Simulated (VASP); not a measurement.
Wanted: the native input for a VASP 6.6.1 run.

* Task: single point
* Functional: PBE
* Potentials or basis: VASP PAW PBE potentials, release 64 (B, N)
* Cutoff: 520 eV
* k mesh: 6 × 6 × 6
* Occupations: gaussian, width 0.01 eV
* Spin: no spin polarisation
* Dipole correction: no
* Further INCAR settings: ALGO = Normal; EDIFF = 1e-06; NBANDS = 11

The structure of BN (Qingsongite) lies in POSCAR:

```
BN
1.0
    0.0000000000      1.8353260892      1.7917417124
    1.8353260892      0.0000000000      1.7917417124
    1.8353260892      1.8353260892      0.0000000000
B N
1 1
Direct
    0.0000000000      0.0000000000      0.0000000000
    0.2500000000      0.2500000000      0.2500000000
```

This cell differs from its parent crystal: epitaxial xy strain +1.7%.

One way to write it, as run:

INCAR

```
  PREC = Accurate
  ENCUT = 520
  EDIFF = 1E-6
  ISMEAR = 0
  SIGMA = 0.01
  LREAL = False
  LASPH = True
  NELM = 100
  ALGO = Normal
  ISIF = 2
  LWAVE = False
  LCHARG = True
  GGA = PE
  LELF = True
  LVHAR = True
  NBANDS = 11
```

KPOINTS

```
Automatic mesh
0
Gamma
  6 6 6
```

Potentials or basis: VASP PAW PBE potentials, release 64 (B, N).

The run is started by

```sh
$ cat potpaw_PBE.64/B/POTCAR potpaw_PBE.64/N/POTCAR > POTCAR
$ mpirun -np 1 vasp_std > vasp.out
```

It gave:

```yaml
Pressure: -4.8 GPa
Band_gap_on_the_k_mesh: 4.02 eV, indirect (least direct gap 8.46 eV)
```

Caveat: the k points lie up to 0.50 Å⁻¹ apart; the cell differs from its parent crystal (epitaxial xy strain +1.7%).

It took 4 s on 1 thread of Intel Xeon 8259CL, on a shared host, peak memory 0.12 GiB.
